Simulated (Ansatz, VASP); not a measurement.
**Two plane-wave programs on Al2Cu**

The input POSCAR:

```
Al2Cu
1.0
    4.1051820000      0.0000000000      0.0000000000
    0.0000000000      4.1051820000      0.0000000000
    0.0000000000      0.0000000000      2.8913130000
Al Cu
2 1
Direct
    0.5000000000      0.0000000000      0.5000000000
    0.0000000000      0.5000000000      0.5000000000
    0.0000000000      0.0000000000      0.0000000000
```

File INCAR.step1:

```
  ALGO = Normal
  EDIFF = 1E-4
  ENCUT = 520
  GGA = PE
  ISMEAR = 1
  LASPH = True
  LCHARG = False
  LREAL = False
  LWAVE = True
  NBANDS = 16
  NELM = 80
  PREC = Accurate
  SIGMA = 0.3
```

File INCAR.step2:

```
  ALGO = Normal
  EDIFF = 1E-6
  ENCUT = 520
  ISIF = 2
  ISMEAR = 1
  ISTART = 1
  LASPH = True
  LCHARG = False
  LMIXTAU = True
  LREAL = False
  LWAVE = False
  METAGGA = R2SCAN
  NBANDS = 16
  NELM = 80
  PREC = Accurate
  SIGMA = 0.3
```

Contents of KPOINTS:

```
k-points
0
Gamma
  10 10 14
```

Input for Ansatz:

```yaml
crystal:
  lattice:
    - [4.105182, 0.0, 0.0]
    - [0.0, 4.105182, 0.0]
    - [0.0, 0.0, 2.891313]
  atoms:
    - { symbol: Al, position: [0.5, 0.0, 0.5] }
    - { symbol: Al, position: [0.0, 0.5, 0.5] }
    - { symbol: Cu, position: [0.0, 0.0, 0.0] }
basis:
  ecutwfc: 500
kpoints:
  mp_grid: { grid: [10, 10, 14] }
hamiltonian:
  xc: r2scan
scf:
  occupations: { method: cold, width: 0.3 }
output:
  forces: true
  stress: true
  eigenvalues: true
```

Alike in both runs: task single point; functional r2SCAN; k mesh 10 × 10 × 14; no spin polarisation.

|  | VASP | Ansatz |
| --- | --- | --- |
| version | VASP 6.6.1 | Ansatz 0.2.0 |
| potentials or method | VASP PAW PBE potentials, release 64 (Al, Cu), cutoff 520 eV | scalar-relativistic, plane waves, PAW |
| occupations | methfessel-paxton of order 1, width 0.3 eV | cold, width 0.3 eV |
| valence electrons in the cell | 17 | 25 |

Ansatz gave:

- gap on the k mesh at the Fermi level (eV): none
- pressure (GPa): -2.2
- traceless stress, the component that is largest in VASP (GPa): -0.87

**Question.** Estimate VASP's values.

**Answer.** gap on the k mesh at the Fermi level (eV): none; pressure (GPa): -2.4; traceless stress, the component that is largest in VASP (GPa): -0.75.

VASP's potentials were made for PBE, not for r2SCAN. A gap of «none» marks a metal or a gap that the smearing closes. VASP's potentials hold 17 valence electrons a cell and Ansatz's 25, so a difference there can come from the potentials and not from the codes.
